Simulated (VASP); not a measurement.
A run of VASP 6.6.1 is set up as follows.

Contents of INCAR:

```
  ALGO = Normal
  EDIFF = 1E-7
  ENCUT = 520
  GGA = PS
  ISIF = 2
  ISMEAR = -1
  ISPIN = 2
  LASPH = T
  LCHARG = T
  LELF = T
  LMAXMIX = 4
  LORBIT = 11
  LREAL = F
  LVHAR = T
  LWAVE = F
  MAGMOM = 2.5 2.5
  NBANDS = 20
  NELM = 150
  NUPDOWN = 5.0
  PREC = Accurate
  SIGMA = 0.05
```

File KPOINTS:

```
k-points
0
Gamma
  10 10 6
```

The input POSCAR:

```
Co
1.0
    2.4719999032      0.0000000000      0.0000000000
   -1.2359999516      2.1408147143      0.0000000000
    0.0000000000      0.0000000000      4.0211440800
Co
2
Direct
    0.6666666667      0.3333333333      0.7500000000
    0.3333333333      0.6666666667      0.2500000000
```

Potentials or basis: VASP PAW PBE potentials, release 64 (Co).

The run is started by

```console
$ cat potpaw_PBE.64/Co/POTCAR > POTCAR
$ mpirun -np 1 vasp_std > vasp.out
```

Problem. Predict the pressure.

Solution. 17.8 GPa.

Stress tensor (GPa, compression positive):
```
15.87  0.00  0.00
 0.00 15.87  0.00
 0.00  0.00 21.66
```

Caveat: the cell stands under pressure; the PAW data sets were made with another functional, which shifts forces and pressure a little; the total moment is fixed, so each spin has its own Fermi level.
